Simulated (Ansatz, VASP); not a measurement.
**SnO: VASP beside Ansatz**

```
Sn O
1.0
     3.83606    0.00000    0.00000
    -0.00001    3.83606    0.00000
     0.00000    0.00000   30.63443
Sn O
2 2
Direct
  0.99989 0.99989 0.46218
  0.49987 0.49987 0.53782
  0.99982 0.49981 0.50000
  0.49981 0.99982 0.50000
```

Alike in both runs: task single point; functional PBE; dispersion D3(BJ); k mesh 6 × 6 × 1; occupations gaussian, width 0.1 eV; no spin polarisation.

```csv
,VASP,Ansatz
version,VASP 6.6.1,Ansatz 0.2.0
potentials or method,"VASP PAW PBE potentials, release 64 (Sn_d, O_h), cutoff 1000 eV","scalar-relativistic, plane waves, PAW"
valence electrons in the cell,40,40
```

Ansatz gave:

| Property | Result |
| --- | --- |
| gap on the k mesh at the Fermi level (eV) | 3.03 |
| least direct gap on the mesh (eV) | 3.07 |
| rms of the force components (eV/Å) | 0.135 |

Task: What did VASP give for the same quantities?

Result: gap on the k mesh at the Fermi level (eV): 2.97; least direct gap on the mesh (eV): 3.01; rms of the force components (eV/Å): 0.168.

Ansatz's warnings: near symmetry operation missed by atoms.
